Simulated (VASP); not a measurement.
# Ga2Sn2O3 (P4mm) in VASP: relaxation of cell and atoms with PBE

Aim: the relaxation of cell and atoms of Ga2Sn2O3 with PBE.

Everything below comes from runs of VASP 6.6.1. Logs are shortened: lines on timing, memory, paths and dates and some standing lists are left out, and cuts for length are marked.

### 1 The cell of the first run

Symmetry: P4mm, No. 99, tetragonal system. The conventional cell has a = 3.903 Å, b = 3.903 Å, c = 9.175 Å, α = 90.00°, β = 90.00°, γ = 90.00°. Within 2.9 Å of Ga (site symmetry 4mm) lie 4 O at 2.19 Å and 1 Sn at 2.70 Å. Within 2.5 Å of Ga (site symmetry 4mm) lie 1 O at 1.86 Å. Sn (site symmetry 4mm) has 5 O at 1.93 to 2.16 Å within 2.6 Å. Within 3.6 Å of Sn (site symmetry 4mm) lie 5 Ga at 2.70 to 2.87 Å. Within 2.9 Å of O (site symmetry 2mm) lie 2 Sn at 2.16 Å and 2 Ga at 2.19 Å and 4 O at 2.76 Å. Within 2.5 Å of O (site symmetry 4mm) lie 1 Ga at 1.86 Å and 1 Sn at 1.93 Å.

The cell was built from a structure type or drawn by symmetry, and may not be a known phase.

### 2 Relaxation of cell and atoms, PBE

Input file INCAR:

```
SYSTEM = Ga2Sn2O3
  ALGO = Normal
  EDIFF = 1E-7
  EDIFFG = -0.01
  ENCUT = 600
  GGA = PE
  GGA_COMPAT = .False.
  IBRION = 2
  ISIF = 3
  ISMEAR = 0
  LASPH = .True.
  LCHARG = .False.
  LREAL = .False.
  LWAVE = .False.
  NELM = 120
  NELMIN = 4
  NSW = 100
  PREC = Accurate
  SIGMA = 0.1
```

Input file KPOINTS:

```
k-points
0
Gamma
  8 8 4
  0 0 0
```

Input file POSCAR:

```
Ga2Sn2O3
1.0
    3.9029004821      0.0000000000      0.0000000000
    0.0000000000      3.9029004821      0.0000000000
    0.0000000000      0.0000000000      9.1754823753
Ga Sn O
2 2 3
Direct
    0.0000000000      0.0000000000      0.5371030635
    0.5000000000      0.5000000000      0.9158668627
    0.5000000000      0.5000000000      0.3284904971
    0.0000000000      0.0000000000      0.8312739754
    0.5000000000      0.0000000000      0.4285874956
    0.0000000000      0.5000000000      0.4285874956
    0.5000000000      0.5000000000      0.1186353302
```

Potentials or basis: VASP PAW PBE potentials, release 64 (Ga_d, Sn_d, O).

Launch:

```
cat potpaw_PBE.64/Ga_d/POTCAR potpaw_PBE.64/Sn_d/POTCAR potpaw_PBE.64/O/POTCAR > POTCAR
mpirun -np 1 vasp_std > vasp.out
```

OUTCAR:

```text
SYSTEM = Ga2Sn2O3
   EDIFF = 1E-7
   EDIFFG = -0.01
   ENCUT = 600
   GGA = PE
   IBRION = 2
   ISIF = 3
   ISMEAR = 0
   LASPH = .True.
   LREAL = .False.
   NELM = 120
   NELMIN = 4
   NSW = 100
   PREC = Accurate

 ion  position               nearest neighbor table
   1  0.000  0.000  0.537-   5 2.19   6 2.19   6 2.19   5 2.19   4 2.70
   2  0.500  0.500  0.916-   7 1.86   4 2.87   4 2.87   4 2.87   4 2.87
   3  0.500  0.500  0.328-   7 1.93   6 2.16   5 2.16   5 2.16   6 2.16
   4  0.000  0.000  0.831-   1 2.70   2 2.87   2 2.87   2 2.87   2 2.87
   5  0.500  0.000  0.429-   3 2.16   3 2.16   1 2.19   1 2.19
   6  0.000  0.500  0.429-   3 2.16   3 2.16   1 2.19   1 2.19
   7  0.500  0.500  0.119-   2 1.86   3 1.93

  LATTYP: Found a simple tetragonal cell.
 ALAT       =     3.9029004821
 C/A-ratio  =     2.3509393635

  Lattice vectors:

 A1 = (   3.9029004821,   0.0000000000,   0.0000000000)
 A2 = (   0.0000000000,   3.9029004821,   0.0000000000)
 A3 = (   0.0000000000,   0.0000000000,   9.1754823753)

Analysis of symmetry for initial positions (statically):
=====================================================================
 Subroutine PRICEL returns:
 Original cell was already a primitive cell.

 Routine SETGRP: Setting up the symmetry group for a
 simple tetragonal supercell.

 Subroutine GETGRP returns: Found  8 space group operations
 (whereof  8 operations were pure point group operations)
 out of a pool of 16 trial point group operations.

The static configuration has the point symmetry C_4v.

Analysis of symmetry for dynamics (positions and initial velocities):
=====================================================================
 Subroutine PRICEL returns:
 Original cell was already a primitive cell.

 Routine SETGRP: Setting up the symmetry group for a
 simple tetragonal supercell.

 Subroutine GETGRP returns: Found  8 space group operations
 (whereof  8 operations were pure point group operations)
 out of a pool of 16 trial point group operations.

The dynamic configuration has the point symmetry C_4v.

 Subroutine INISYM returns: Found  8 space group operations
 (whereof  8 operations are pure point group operations),
 and found     1 'primitive' translations

----------------------------------------------------------------------------------------

                                     Primitive cell

  volume of cell :     139.7667
[... 121 lines left out ...]
  Fermi-wavevector in a.u.,A,eV,Ry     =   1.312354  2.479990 23.432952  1.722273
  Thomas-Fermi vector in A             =   2.442752
   LORBIT       =      0    0 simple, 1 ext, 2 COOP (PROOUT), +10 PAW based schemes
   GGA     = PE    functional components
   LHFCALC =     F    Hartree Fock is set to
   AEXX    =    0.0000 exact exchange contribution
   IVDW    =     0    specifies the selected vdW correction
   LEPSILON=     F    determine dielectric tensor
   LRPA    =     F    only Hartree local field effects (RPA)
 conjugate gradient relaxation of ions
 non-spin polarized calculation
 Gauss-broadening in eV      SIGMA  =   0.10
  energy-cutoff  :      600.00
  volume of cell :      139.77
 maximum number of plane-waves:      4696
 NGX is ok and might be reduce to    32
   NGX = 15   NGY = 15   NGZ = 37

--------------------------------------- Ionic step        1  -------------------------------------------

 number of electron      71.9999967 magnetization

 Free energy of the ion-electron system (eV)
  ---------------------------------------------------
  ext. energy  EPLUGINS =         0.00000000
  ---------------------------------------------------
  free energy    TOTEN  =       -34.82342556 eV

  energy without entropy =      -34.81626342  energy(sigma->0) =      -34.81984449

------------------------ aborting loop because EDIFF is reached ----------------------------------------

  FORCE on cell =-STRESS in cart. coord.  units (eV):
  Direction    XX          YY          ZZ          XY          YZ          ZX
  --------------------------------------------------------------------------------------
  -------------------------------------------------------------------------------------
  Total        0.3230408      0.3230408     -0.1596388      0.0000000      0.0000000      0.0000000
  in kB        3.7030881      3.7030881     -1.8299756      0.0000000      0.0000000      0.0000000
  external PRESSURE =       1.8587335 kB  Pullay stress =       0.0000000 kB
[... 104 lines left out ...]
  FREE ENERGIE OF THE ION-ELECTRON SYSTEM (eV)
  ---------------------------------------------------
  free  energy   TOTEN  =       -34.8262783030 eV

  energy  without entropy=      -34.8194465528  energy(sigma->0) =      -34.82286243

[... ionic steps 4 to 11 ...]

--------------------------------------- Ionic step       12  -------------------------------------------

 number of electron      71.9999952 magnetization

------------------------ aborting loop because EDIFF is reached ----------------------------------------
[... 77 lines left out ...]
--------------------------------------- Ionic step       14  -------------------------------------------

 number of electron      71.9999952 magnetization

 Free energy of the ion-electron system (eV)
  ---------------------------------------------------
  ext. energy  EPLUGINS =         0.00000000
  ---------------------------------------------------
  free energy    TOTEN  =       -34.83077203 eV

  energy without entropy =      -34.82431995  energy(sigma->0) =      -34.82754599

 E-fermi :   4.8710     XC(G=0):  -9.2907

 val. band max:        4.8305801963   @ k =   0.2500   0.1250   0.0000
 cond. band min:       4.8938938478   @ k =   0.2500   0.0000   0.5000
 fundamental gap:      0.0633136514
 Fermi energy:         4.8710403567

 k-point     1 :       0.0000    0.0000    0.0000
  band No.  band energies     occupation
      1     -18.2410      2.00000
      2     -18.1670      2.00000
      3     -17.7786      2.00000
      4     -17.7642      2.00000
      5     -17.7642      2.00000
      6     -16.6158      2.00000
[... 1093 lines left out ...]
     42       9.7693      0.00000
     43      10.2972      0.00000

 [... further k-points ...]

------------------------ aborting loop because EDIFF is reached ----------------------------------------

  FORCE on cell =-STRESS in cart. coord.  units (eV):
  Direction    XX          YY          ZZ          XY          YZ          ZX
  --------------------------------------------------------------------------------------
  -------------------------------------------------------------------------------------
  Total       -0.0020566     -0.0020566      0.0019929      0.0000000     -0.0000000      0.0000000
  in kB       -0.0235744     -0.0235744      0.0228453      0.0000000     -0.0000000      0.0000000
  external PRESSURE =      -0.0081012 kB  Pullay stress =       0.0000000 kB
[... 22 lines left out ...]
  FREE ENERGIE OF THE ION-ELECTRON SYSTEM (eV)
  ---------------------------------------------------
  free  energy   TOTEN  =       -34.8307720254 eV

  energy  without entropy=      -34.8243199507  energy(sigma->0) =      -34.82754599

 reached required accuracy - stopping structural energy minimisation
```

Wall time 22 min (1 thread of Intel Xeon 6975P-C (Granite Rapids), shared host); peak memory 0.49 GiB.

Results:

- Free energy: -34.8308 eV
- Energy gained by relaxing: 1.0 meV/atom
- Ionic steps: 14
- Pressure after relaxing: 0.0 GPa
- Largest force after relaxing: 0.006 eV/Å
- Band gap on the k mesh: zero (bands 36 and 37 overlap by 2.96 eV)

Forces on the atoms (eV/Å):
```
Ga   0.000  0.000 -0.006
Ga   0.000  0.000  0.001
Sn   0.000  0.000 -0.001
Sn   0.000  0.000 -0.005
O    0.000  0.000  0.006
O    0.000  0.000  0.006
O    0.000  0.000 -0.001
```

Step by step:
```
step  energy change (eV)  largest force (eV/Å)  pressure (GPa)  volume (Å³)
   1              0.0000                0.1273            0.19       139.77
   2             -0.0023                0.1040           -0.07       140.24
   3             -0.0029                0.1684           -0.25       140.56
   4             -0.0043                0.0839           -0.25       140.54
   5             -0.0058                0.1310           -0.25       140.51
   6             -0.0068                0.0490           -0.04       140.16
   7             -0.0068                0.0554            0.01       140.07
   8             -0.0070                0.0348            0.00       140.02
   9             -0.0071                0.0695           -0.02       139.93
  10             -0.0073                0.0314           -0.01       139.86
  11             -0.0073                0.0490            0.00       139.78
  12             -0.0073                0.0295            0.02       139.73
  13             -0.0073                0.0109            0.01       139.75
  14             -0.0073                0.0055            0.00       139.77
```

Final structure:
```cif
data_structure
_symmetry_space_group_name_H-M 'P 1'
_symmetry_Int_Tables_number 1
_cell_length_a 3.9250
_cell_length_b 3.9250
_cell_length_c 9.0724
_cell_angle_alpha 90.000
_cell_angle_beta 90.000
_cell_angle_gamma 90.000
_cell_volume 139.77
loop_
_atom_site_label
_atom_site_type_symbol
_atom_site_fract_x
_atom_site_fract_y
_atom_site_fract_z
_atom_site_occupancy
Ga1 Ga 0.00000 0.00000 0.53794 1
Ga2 Ga 0.50000 0.50000 0.91192 1
Sn1 Sn 0.50000 0.50000 0.32942 1
Sn2 Sn 0.00000 0.00000 0.83582 1
O1 O 0.50000 0.00000 0.42802 1
O2 O 0.00000 0.50000 0.42802 1
O3 O 0.50000 0.50000 0.11741 1
```

Caveat: spin-orbit coupling is left out, which moves the levels of the heavy elements.
